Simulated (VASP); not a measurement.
# Rh (Immm) in VASP: notebook

Rh is run at these levels: LDA; tasks: single point.

Everything below comes from runs of VASP 6.6.1. Logs are shortened: lines on timing, memory, paths and dates and some standing lists are left out, and cuts for length are marked.

## (1) The cell of the first run

Symmetry: Immm, No. 71, orthorhombic system. The conventional cell has a = 2.557 Å, b = 2.823 Å, c = 3.754 Å, α = 90.00°, β = 90.00°, γ = 90.00°. Rh (site symmetry mmm) has 12 Rh at 2.56 to 2.82 Å within 3.4 Å.

## (2) Single point, LDA

INCAR

```
PREC = Accurate
ENCUT = 520
EDIFF = 1E-6
ISMEAR = 0
SIGMA = 0.15
LREAL = F
LASPH = T
NELM = 80
ALGO = Fast
ISIF = 2
LWAVE = F
LCHARG = T
LELF = T
LVHAR = T
NBANDS = 14
```

KPOINTS

```
regular mesh
0
Gamma
  20 20 20
```

POSCAR

```
Rh
1.0
   -0.0938517631      1.9019998307      1.8770352617
    1.9019998307     -0.0938517631      1.8770352617
    1.8081480676      1.8081480676      0.0000000000
Rh
1
Direct
    0.0000000000      0.0000000000      0.0000000000
```

Potentials or basis: VASP PAW LDA potentials, release 64 (Rh_pv).

The run is started by

```sh
> cat potpaw_LDA.64/Rh_pv/POTCAR > POTCAR
> mpirun -np 1 vasp_std > vasp.out
```

OUTCAR:

```text
PREC = Accurate
   ENCUT = 520
   EDIFF = 1E-6
   ISMEAR = 0
   LREAL = F
   LASPH = T
   NELM = 80
   ISIF = 2

 ion  position               nearest neighbor table
   1  0.000  0.000  0.000-

  LATTYP: Found a body centered orthorhombic cell.
 ALAT       =     2.5571075200
 B/A-ratio  =     1.1038098204
 C/A-ratio  =     1.4680925593

  Lattice vectors:

 A1 = (   0.0938517631,  -1.9019998307,  -1.8770352617)
 A2 = (  -0.0938517631,   1.9019998307,  -1.8770352617)
 A3 = (   1.9019998307,  -0.0938517631,   1.8770352617)

Analysis of symmetry for initial positions (statically):
=====================================================================
 Subroutine PRICEL returns:
 Original cell was already a primitive cell.

 Routine SETGRP: Setting up the symmetry group for a
 body centered orthorhombic supercell.

 Subroutine GETGRP returns: Found  8 space group operations
 (whereof  8 operations were pure point group operations)
 out of a pool of  8 trial point group operations.

The static configuration has the point symmetry D_2h.

Analysis of symmetry for dynamics (positions and initial velocities):
=====================================================================
 Subroutine PRICEL returns:
 Original cell was already a primitive cell.

 Routine SETGRP: Setting up the symmetry group for a
 body centered orthorhombic supercell.

 Subroutine GETGRP returns: Found  8 space group operations
 (whereof  8 operations were pure point group operations)
 out of a pool of  8 trial point group operations.

The dynamic configuration has the point symmetry D_2h.

 Subroutine INISYM returns: Found  8 space group operations
 (whereof  8 operations are pure point group operations),
 and found     1 'primitive' translations

----------------------------------------------------------------------------------------

                                     Primitive cell

  volume of cell :      13.5477

  direct lattice vectors                    reciprocal lattice vectors
    -0.093851763  1.901999831  1.877035262    -0.250519629  0.250519629  0.266377521
     1.901999831 -0.093851763  1.877035262     0.250519629 -0.250519629  0.266377521
     1.808148068  1.808148068  0.000000000     0.276526026  0.276526026 -0.266377521

  length of vectors
     2.673887223  2.673887223  2.557107520     0.443257434  0.443257434  0.473170445

  position of ions in fractional coordinates (direct lattice)
     0.000000000  0.000000000  0.000000000

  ion indices of the primitive-cell ions
[... 84 lines left out ...]
   PSTRESS=    0.0 pullay stress
   NELECT =      15.0000    total number of electrons
   NUPDOWN=      -1.0000    fix difference up-down
   EMIN   =  10.00;   EMAX   =-10.00  energy-range for DOS
   EFERMI =   0.00;   METHOD = LEGACY
   ISMEAR =     0;   SIGMA  =   0.15  broadening in eV -4-tet -1-fermi 0-gaus
   EFERMI_NEDOS =   21; number of points for ismear=-14 and -15
   IALGO  =     68    algorithm
   IMIX   =      4    mixing-type and parameters
     AMIX     =   0.40;   BMIX     =  1.00
     AMIX_MAG =   1.60;   BMIX_MAG =  1.00
  volume/ion in A,a.u.               =      13.55        91.42
  Fermi-wavevector in a.u.,A,eV,Ry     =   1.693624  3.200486 39.026443  2.868363
  Thomas-Fermi vector in A             =   2.774996
   LORBIT       =      0    0 simple, 1 ext, 2 COOP (PROOUT), +10 PAW based schemes
   GGA     = CA    functional components
   LHFCALC =     F    Hartree Fock is set to
   AEXX    =    0.0000 exact exchange contribution
   IVDW    =     0    specifies the selected vdW correction
   LEPSILON=     F    determine dielectric tensor
   LRPA    =     F    only Hartree local field effects (RPA)
 non-spin polarized calculation
 RMM-DIIS sequential band-by-band and
 Gauss-broadening in eV      SIGMA  =   0.15
  energy-cutoff  :      520.00
  volume of cell :       13.55
 maximum number of plane-waves:       382
   NGX =  9   NGY =  9   NGZ =  9

 number of electron      14.9999998 magnetization

 Free energy of the ion-electron system (eV)
  ---------------------------------------------------
  ext. energy  EPLUGINS =         0.00000000
  ---------------------------------------------------
  free energy    TOTEN  =        -8.60444853 eV

  energy without entropy =       -8.58916239  energy(sigma->0) =       -8.59680546

 E-fermi :  11.9593     XC(G=0): -14.4373

 val. band max:       11.9591106813   @ k =   0.3000   0.2500   0.0000
 cond. band min:      11.9593234269   @ k =   0.4000   0.3500   0.2000
 fundamental gap:      0.0002127456
 Fermi energy:        11.9593145333

 k-point     1 :       0.0000    0.0000    0.0000
  band No.  band energies     occupation
      1     -34.2001      2.00000
      2     -34.1874      2.00000
      3     -34.1751      2.00000
      4       3.8553      2.00000
      5       8.1840      2.00000
      6       8.6219      2.00000
      7       9.4165      2.00000
      8      10.9832      2.00000
      9      11.2193      2.00000
     10      27.8253      0.00000
     11      31.8175      0.00000
     12      32.3222      0.00000
     13      33.8319      0.00000
     14      34.9779      0.00000
[... 377 lines left out ...]
      1     -34.7834      2.00000
      2     -34.2619      2.00000
      3     -34.2526      2.00000
      4       5.8273      2.00000
      5       8.4004      2.00000
      6       9.5134      2.00000
      7      10.0812      2.00000
      8      12.0922      0.21035
      9      12.1542      0.06621
     10      22.6946      0.00000
     11      28.6104      0.00000
     12      32.3222      0.00000
     13      33.6451      0.00000
     14      36.7161      0.00000

 [... further k-points ...]

------------------------ aborting loop because EDIFF is reached ----------------------------------------

  FORCE on cell =-STRESS in cart. coord.  units (eV):
  Direction    XX          YY          ZZ          XY          YZ          ZX
  --------------------------------------------------------------------------------------
  -------------------------------------------------------------------------------------
  Total       -0.2356852     -0.2356852     -0.4456108      1.5979976      0.0000000      0.0000000
  in kB      -27.8726460    -27.8726460    -52.6989136    188.9826915      0.0000000      0.0000000
  external PRESSURE =     -36.1480686 kB  Pullay stress =       0.0000000 kB

 VOLUME and BASIS-vectors are now :
 -----------------------------------------------------------------------------
  energy-cutoff  :      520.00
  volume of cell :       13.55
      direct lattice vectors                 reciprocal lattice vectors
    -0.093851763  1.901999831  1.877035262    -0.250519629  0.250519629  0.266377521
     1.901999831 -0.093851763  1.877035262     0.250519629 -0.250519629  0.266377521
     1.808148068  1.808148068  0.000000000     0.276526026  0.276526026 -0.266377521

 POSITION                                       TOTAL-FORCE (eV/Angst)
 -----------------------------------------------------------------------------------
      0.00000      0.00000      0.00000         0.000000      0.000000      0.000000
 -----------------------------------------------------------------------------------
    total drift:                                0.000000     -0.000000      0.000000

  FREE ENERGIE OF THE ION-ELECTRON SYSTEM (eV)
  ---------------------------------------------------
  free  energy   TOTEN  =        -8.6044485264 eV

  energy  without entropy=       -8.5891623876  energy(sigma->0) =       -8.59680546
```

OSZICAR:

```text
N       E                     dE             d eps       ncg     rms          rms(c)
DAV:   1     0.119968143004E+03    0.11997E+03   -0.87329E+03 32758   0.115E+03
DAV:   2    -0.756494124196E+01   -0.12753E+03   -0.12173E+03 36032   0.342E+02
DAV:   3    -0.915303242250E+01   -0.15881E+01   -0.15853E+01 39350   0.421E+01
DAV:   4    -0.915885185006E+01   -0.58194E-02   -0.58193E-02 36956   0.261E+00
DAV:   5    -0.915890191514E+01   -0.50065E-04   -0.50067E-04 38252   0.214E-01    0.111E+01
RMM:   6    -0.862957994665E+01    0.52932E+00   -0.84245E-01 34874   0.884E+00    0.388E+00
RMM:   7    -0.860950353720E+01    0.20076E-01   -0.27836E-02 35355   0.174E+00    0.178E+00
RMM:   8    -0.860469824794E+01    0.48053E-02   -0.70294E-03 38613   0.999E-01    0.210E-01
RMM:   9    -0.860443490785E+01    0.26334E-03   -0.78502E-04 40029   0.310E-01    0.277E-02
RMM:  10    -0.860444735780E+01   -0.12450E-04   -0.79642E-05 40317   0.121E-01    0.642E-03
RMM:  11    -0.860444825267E+01   -0.89487E-06   -0.10866E-05 38987   0.443E-02    0.263E-03
RMM:  12    -0.860444852644E+01   -0.27377E-06   -0.28419E-06 31059   0.233E-02
   1 F= -.86044485E+01 E0= -.85968055E+01  d E =-.152861E-01
```

Run time: 75 s. Hardware: 1 thread of Intel Xeon 6975P-C (Granite Rapids), shared host; peak memory 0.29 GiB.

What came out:

```yaml
Free_energy: -8.6044 eV
Pressure: -3.6 GPa
Band_gap_on_the_k_mesh: zero (an odd number of electrons rules out a gap without spin polarisation)
```

Stress tensor (GPa, compression positive):
```
-2.79 18.90  0.00
18.90 -2.79  0.00
 0.00  0.00 -5.27
```

Levels at points of the mesh, in eV from the Fermi level:
```tsv
k point	band 3	band 4	band 5	band 6	band 7	band 8	band 9	band 10	band 11	band 12
(0.00, 0.00, 0.00)	-46.13	-8.10	-3.78	-3.34	-2.54	-0.98	-0.74	15.87	19.86	20.36
(0.50, 0.00, 0.00)	-46.20	-6.30	-3.63	-2.64	0.15	0.24	0.84	8.07	15.93	20.36
(0.50, 0.50, 0.00)	-46.39	-6.49	-6.13	0.66	1.04	1.12	3.42	11.38	12.70	15.13
(0.00, 0.00, 0.50)	-46.27	-6.27	-3.90	-2.69	0.49	0.97	1.25	9.58	15.10	19.76
(0.50, 0.00, 0.50)	-46.39	-6.46	-6.09	0.37	1.04	1.23	3.23	12.42	13.41	13.48
```

Caveat: the cell stands under tension.

## (3) Single point, LDA

This run uses another cell than the first one, of 13.64 Å³/atom.

INCAR

```
PREC = Accurate ; ENCUT = 520
EDIFF = 1E-6 ; ISMEAR = 0
SIGMA = 0.15 ; LREAL = F
LASPH = T ; NELM = 60
ALGO = Fast ; ISIF = 2
LWAVE = F ; LCHARG = T
GGA = CA ; LELF = T
LVHAR = T ; NBANDS = 14
```

KPOINTS is that of step 2.

POSCAR

```
Rh
1.0
   -0.2815552893      1.9271521032      1.8770352617
    1.9271521032     -0.2815552893      1.8770352617
    1.6455968139      1.6455968139      0.0000000000
Rh
1
Direct
    0.0000000000      0.0000000000      0.0000000000
```

Potentials or basis: VASP PAW LDA potentials, release 64 (Rh_pv).

The run is started by

```sh
> cat potpaw_LDA.64/Rh_pv/POTCAR > POTCAR
> mpirun -np 1 vasp_std > vasp.out
```

It took 66 s on 1 thread of Intel Xeon 6975P-C (Granite Rapids), shared host; peak memory 0.29 GiB.

The run converged. Its results:

* Free energy: -8.0377 eV
* Pressure: 14.8 GPa
* Band gap on the k mesh: zero (an odd number of electrons rules out a gap without spin polarisation)

Stress tensor (GPa, compression positive):
```
 28.00  48.94   0.00
 48.94  28.00   0.00
  0.00   0.00 -11.62
```

Levels at points of the mesh, in eV from the Fermi level:
```tsv
k point	band 5	band 6	band 7	band 8	band 9	band 10
(0.00, 0.00, 0.00)	-4.70	-4.55	-0.96	-0.27	-0.02	15.36
(0.50, 0.00, 0.00)	-4.38	-1.08	-0.69	-0.34	1.39	6.93
(0.50, 0.50, 0.00)	-6.04	1.14	1.36	1.37	3.60	8.27
(0.00, 0.00, 0.50)	-4.90	-1.67	0.28	1.60	2.67	11.55
(0.50, 0.00, 0.50)	-6.02	-0.11	0.72	1.87	3.83	13.01
```

Caveat: the stress differs along the axes, from -12 to 28 GPa.
